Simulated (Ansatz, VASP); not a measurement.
# BaS in VASP and in Ansatz

```
CELL_PARAMETERS angstrom
0.00000 3.21180 3.31811
3.21180 0.00000 3.31811
3.21180 3.21180 0.00000
ATOMIC_POSITIONS crystal
Ba 0.00000 0.00000 0.00000
S 0.50000 0.50000 0.50000
```

Change from the starting cell: uniaxial_z strain +3.3%.

Alike in both runs: task single point; functional r2SCAN; k mesh 8 × 8 × 8; no spin polarisation.

```csv
,VASP,Ansatz
version,VASP 6.6.1,Ansatz 0.2.0
potentials or method,"VASP PAW PBE potentials, release 64 (Ba_sv, S)","plane waves, PAW"
plane-wave cutoff (eV),520,500
occupations,"gaussian, width 0.01 eV",fixed
valence electrons in the cell,16,16
```

Ansatz gave:

* gap on the k mesh at the Fermi level (eV): 2.59
* pressure (GPa): -1.2
* traceless stress, the component that is largest in VASP (GPa): -1.39

Problem. Estimate VASP's values.

Solution. gap on the k mesh at the Fermi level (eV): 2.50; pressure (GPa): -0.7; traceless stress, the component that is largest in VASP (GPa): -1.53.

VASP's potentials were made for PBE, not for r2SCAN.

Neither program's run includes spin-orbit coupling.
